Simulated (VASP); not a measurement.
# Se (P4/mmm) in VASP: a series of runs, part 3 of 3

VASP 6.6.1.

## 4. Relaxation of cell and atoms, PBE

The input, INCAR:

```
SYSTEM = Se
PREC     = Accurate       ! precision mode
ENCUT    = 600            ! plane-wave cutoff, eV
EDIFF    = 1E-7           ! SCF threshold, eV
ISMEAR   = 0              ! smearing method
SIGMA    = 0.1            ! smearing width, eV
LREAL    = .False.        ! projectors in reciprocal space
LASPH    = .True.         ! aspherical terms in the spheres
NELM     = 100            ! most SCF steps
ALGO     = Normal         ! electronic algorithm
ISIF     = 3              ! what is computed and relaxed
LWAVE    = .False.        ! write WAVECAR
LCHARG   = .False.        ! write CHGCAR
GGA      = PE             ! functional
IBRION   = 2              ! ionic algorithm
NSW      = 100            ! ionic steps
EDIFFG   = -0.01          ! ionic threshold
```

The input, KPOINTS:

```
Automatic mesh
0
Gamma
  20 20 14
  0 0 0
```

The input, POSCAR:

```
Se
1.0
    2.6345296686      0.0000000000      0.0000000000
    0.0000000000      2.6345296686      0.0000000000
    0.0000000000      0.0000000000      4.3375747220
Se
1
Direct
    0.0000000000      0.0000000000      0.5000000000
```

Potentials or basis: VASP PAW PBE potentials, release 64 (Se).

On the command line:

```bash
$ cat potpaw_PBE.64/Se/POTCAR > POTCAR
$ mpirun -np 1 vasp_std > vasp.out
```

OUTCAR:

```text
SYSTEM = Se
   PREC = Accurate
   ENCUT = 600
   EDIFF = 1E-7
   ISMEAR = 0
   LREAL = .False.
   LASPH = .True.
   NELM = 100
   ISIF = 3
   GGA = PE
   IBRION = 2
   NSW = 100
   EDIFFG = -0.01

 ion  position               nearest neighbor table
   1  0.000  0.000  0.500-

  LATTYP: Found a simple tetragonal cell.
 ALAT       =     2.6345296686
 C/A-ratio  =     1.6464322925

  Lattice vectors:

 A1 = (   2.6345296686,   0.0000000000,   0.0000000000)
 A2 = (   0.0000000000,   2.6345296686,   0.0000000000)
 A3 = (   0.0000000000,   0.0000000000,   4.3375747220)

Analysis of symmetry for initial positions (statically):
=====================================================================
 Subroutine PRICEL returns:
 Original cell was already a primitive cell.

 Routine SETGRP: Setting up the symmetry group for a
 simple tetragonal supercell.

 Subroutine GETGRP returns: Found 16 space group operations
 (whereof 16 operations were pure point group operations)
 out of a pool of 16 trial point group operations.

The static configuration has the point symmetry D_4h.

Analysis of symmetry for dynamics (positions and initial velocities):
=====================================================================
 Subroutine PRICEL returns:
 Original cell was already a primitive cell.

 Routine SETGRP: Setting up the symmetry group for a
 simple tetragonal supercell.

 Subroutine GETGRP returns: Found 16 space group operations
 (whereof 16 operations were pure point group operations)
 out of a pool of 16 trial point group operations.

The dynamic configuration has the point symmetry D_4h.

 Subroutine INISYM returns: Found 16 space group operations
 (whereof 16 operations are pure point group operations),
 and found     1 'primitive' translations

----------------------------------------------------------------------------------------

                                     Primitive cell

  volume of cell :      30.1060

  direct lattice vectors                    reciprocal lattice vectors
     2.634529669  0.000000000  0.000000000     0.379574393  0.000000000  0.000000000
     0.000000000  2.634529669  0.000000000     0.000000000  0.379574393  0.000000000
     0.000000000  0.000000000  4.337574722     0.000000000  0.000000000  0.230543579

  length of vectors
     2.634529669  2.634529669  4.337574722     0.379574393  0.379574393  0.230543579

  position of ions in fractional coordinates (direct lattice)
     0.000000000  0.000000000  0.500000000

  ion indices of the primitive-cell ions
   primitive index   ion index
                 1           1

----------------------------------------------------------------------------------------

 KPOINTS: Automatic mesh

Automatic generation of k-mesh.
 Grid dimensions read from file:
 generate k-points for:   20   20   14

 Generating k-lattice:

  Cartesian coordinates                     Fractional coordinates (reciprocal lattice)
     0.018978720  0.000000000  0.000000000     0.050000000  0.000000000  0.000000000
     0.000000000  0.018978720  0.000000000     0.000000000  0.050000000  0.000000000
     0.000000000  0.000000000  0.016467398     0.000000000  0.000000000  0.071428571

  Length of vectors
     0.018978720  0.018978720  0.016467398

  Shift w.r.t. Gamma in fractional coordinates (k-lattice)
     0.000000000  0.000000000  0.000000000

 Subroutine IBZKPT returns following result:
 ===========================================

 Found    528 irreducible k-points:

 Following reciprocal coordinates:
            Coordinates               Weight
  0.000000  0.000000  0.000000      1.000000
  0.050000  0.000000  0.000000      4.000000
  0.100000  0.000000  0.000000      4.000000
  0.150000  0.000000  0.000000      4.000000
  0.200000  0.000000  0.000000      4.000000
  0.250000  0.000000  0.000000      4.000000
[... 16 lines left out ...]
  0.150000  0.100000  0.000000      8.000000
  0.200000  0.100000  0.000000      8.000000
 [... further k-points ...]
   k-points           NKPTS =    528   k-points in BZ     NKDIM =    528   number of bands    NBANDS=      7
   number of dos      NEDOS =    301   number of ions     NIONS =      1
   total plane-waves  NPLWV =  20736
   dimension x,y,z NGX =    24 NGY =   24 NGZ =   36
   dimension x,y,z NGXF=    48 NGYF=   48 NGZF=   72
   ions per type =               1
   NGX,Y,Z   is equivalent  to a cutoff of  15.14, 15.14, 13.80 a.u.
   NGXF,Y,Z  is equivalent  to a cutoff of  30.29, 30.29, 27.60 a.u.
 SYSTEM =  Se
   PREC   = accura    normal or accurate (medium, high low for compatibility)
   ISTART =      0    job   : 0-new  1-cont  2-samecut
   ICHARG =      2    charge: 1-file 2-atom 10-const
   ISPIN  =      1    spin polarized calculation?
   LNONCOLLINEAR =      F non collinear calculations
   LSORBIT =      F    spin-orbit coupling
   LASPH  =      T    aspherical Exc in radial PAW
   ENCUT  =  600.0 eV  44.10 Ry    6.64 a.u.   5.26  5.26  8.66*2*pi/ulx,y,z
   NELM   =    100;   NELMIN=  2; NELMDL= -5     # of ELM steps
   EDIFF  = 0.1E-06   stopping-criterion for ELM
   LREAL  =      F    real-space projection
   EDIFFG = -.1E-01   stopping-criterion for IOM
   NSW    =    100    number of steps for IOM
   IBRION =      2    ionic relax: 0-MD 1-quasi-New 2-CG
   NFREE  =      1    steps in history (QN), initial steepest desc. (CG)
   ISIF   =      3    stress and relaxation
   ISYM   =      2    0-nonsym 1-usesym 2-fastsym
   POTIM  = 0.5000    time-step for ionic-motion
   TEBEG  =    0.0;   TEEND  =   0.0 temperature during run
   PSTRESS=    0.0 pullay stress
   NELECT =       6.0000    total number of electrons
   NUPDOWN=      -1.0000    fix difference up-down
   EMIN   =  10.00;   EMAX   =-10.00  energy-range for DOS
   EFERMI =   0.00;   METHOD = LEGACY
   ISMEAR =     0;   SIGMA  =   0.10  broadening in eV -4-tet -1-fermi 0-gaus
   EFERMI_NEDOS =   21; number of points for ismear=-14 and -15
   IALGO  =     38    algorithm
   IMIX   =      4    mixing-type and parameters
     AMIX     =   0.40;   BMIX     =  1.00
     AMIX_MAG =   1.60;   BMIX_MAG =  1.00
  volume/ion in A,a.u.               =      30.11       203.17
  Fermi-wavevector in a.u.,A,eV,Ry     =   0.956256  1.807062 12.441516  0.914426
  Thomas-Fermi vector in A             =   2.085168
   LORBIT       =      0    0 simple, 1 ext, 2 COOP (PROOUT), +10 PAW based schemes
   GGA     = PE    functional components
   LHFCALC =     F    Hartree Fock is set to
   AEXX    =    0.0000 exact exchange contribution
   IVDW    =     0    specifies the selected vdW correction
   LEPSILON=     F    determine dielectric tensor
   LRPA    =     F    only Hartree local field effects (RPA)
 conjugate gradient relaxation of ions
 non-spin polarized calculation
 Gauss-broadening in eV      SIGMA  =   0.10
  energy-cutoff  :      600.00
  volume of cell :       30.11
 maximum number of plane-waves:      1021
 NGX is ok and might be reduce to    24
   NGX = 11   NGY = 11   NGZ = 17

--------------------------------------- Ionic step        1  -------------------------------------------

 number of electron       6.0000001 magnetization

 Free energy of the ion-electron system (eV)
  ---------------------------------------------------
  ext. energy  EPLUGINS =         0.00000000
  ---------------------------------------------------
  free energy    TOTEN  =        -3.29936567 eV

  energy without entropy =       -3.29737911  energy(sigma->0) =       -3.29837239

------------------------ aborting loop because EDIFF is reached ----------------------------------------

  FORCE on cell =-STRESS in cart. coord.  units (eV):
  Direction    XX          YY          ZZ          XY          YZ          ZX
  --------------------------------------------------------------------------------------
  -------------------------------------------------------------------------------------
  Total        0.0128725      0.0128725      0.0034846      0.0000000      0.0000000      0.0000000
  in kB        0.6850456      0.6850456      0.1854428      0.0000000      0.0000000      0.0000000
  external PRESSURE =       0.5185113 kB  Pullay stress =       0.0000000 kB
[... 57 lines left out ...]
--------------------------------------- Ionic step        3  -------------------------------------------

 number of electron       6.0000001 magnetization

 Free energy of the ion-electron system (eV)
  ---------------------------------------------------
  ext. energy  EPLUGINS =         0.00000000
  ---------------------------------------------------
  free energy    TOTEN  =        -3.29936975 eV

  energy without entropy =       -3.29737827  energy(sigma->0) =       -3.29837401

 E-fermi :   1.6904     XC(G=0):  -8.2341

 val. band max:        1.6861521845   @ k =   0.4500   0.2500   0.1429
 cond. band min:       1.7157088568   @ k =   0.5000   0.3000   0.3571
 fundamental gap:      0.0295566723
 Fermi energy:         1.6904418027

 k-point     1 :       0.0000    0.0000    0.0000
  band No.  band energies     occupation
      1     -13.8369      2.00000
      2      -1.5656      2.00000
      3       5.4925      0.00000
      4       5.5855      0.00000
      5       5.5855      0.00000
      6      11.3820      0.00000
      7      13.4736      0.00000
[... 221 lines left out ...]
 k-point    24 :       0.2000    0.1000    0.0000
  band No.  band energies     occupation
      1     -12.9291      2.00000
      2      -0.7238      2.00000
      3       1.0069      2.00000
      4       4.4609      0.00000
      5       6.5429      0.00000
      6      14.4263      0.00000
      7      14.9690      0.00000

 [... further k-points ...]
[... 5 lines left out ...]
  --------------------------------------------------------------------------------------
  -------------------------------------------------------------------------------------
  Total        0.0005947      0.0005947      0.0035798      0.0000000      0.0000000      0.0000000
  in kB        0.0316241      0.0316241      0.1903769      0.0000000      0.0000000      0.0000000
  external PRESSURE =       0.0845417 kB  Pullay stress =       0.0000000 kB
[... 16 lines left out ...]
  FREE ENERGIE OF THE ION-ELECTRON SYSTEM (eV)
  ---------------------------------------------------
  free  energy   TOTEN  =        -3.2993697462 eV

  energy  without entropy=       -3.2973782653  energy(sigma->0) =       -3.29837401

 reached required accuracy - stopping structural energy minimisation
```

It took 95 s on 1 thread of AMD EPYC 9R45 (Zen 5), shared host; peak memory 0.25 GiB.

Results:

```yaml
Free_energy: -3.2994 eV
Relaxed_volume: 30.13 Å³/atom
Relaxed_cell: a = 2.635 Å, b = 2.635 Å, c = 4.338 Å, α = 90.00°, β = 90.00°, γ = 90.00°
Space_group_after_relaxing_to_0.1_Å: P4/mmm (No. 123)
Energy_gained_by_relaxing: 0.0 meV/atom
Ionic_steps: 3
Pressure_after_relaxing: 0.0 GPa
Band_gap_on_the_k_mesh: zero (bands 3 and 4 overlap by 5.29 eV)
```

Final structure:
```yaml
crystal:
  lattice:
    - [2.63534, 0.00000, 0.00000]
    - [0.00000, 2.63534, 0.00000]
    - [0.00000, 0.00000, 4.33794]
  atoms:
    - { symbol: Se, position: [0.00000, 0.00000, 0.50000] }
```

## 5. Overview

| task | cell | cutoff (eV) | gap on the mesh (eV) | pressure (GPa) | relaxed volume (Å³/atom) |
| --- | --- | --- | --- | --- | --- |
| single point | a = 2.635, b = 2.635, c = 4.338 Å, 1 atom | 520 | none | 0.1 | - |
| relaxation of cell and atoms | relaxed from a = 2.644, b = 2.644, c = 3.983 Å, 1 atom | 600 | none | 0.0 | 30.80 |
| relaxation of cell and atoms | relaxed from a = 2.635, b = 2.635, c = 4.338 Å, 1 atom | 600 | none | 0.0 | 30.13 |

Alike in all rows: level PBE; potentials or basis VASP PAW PBE potentials, release 64 (Se); no spin polarisation; k mesh 20 × 20 × 14; smearing gaussian 0.1 eV.

Absolute energies hang on the potentials; compare differences alone.
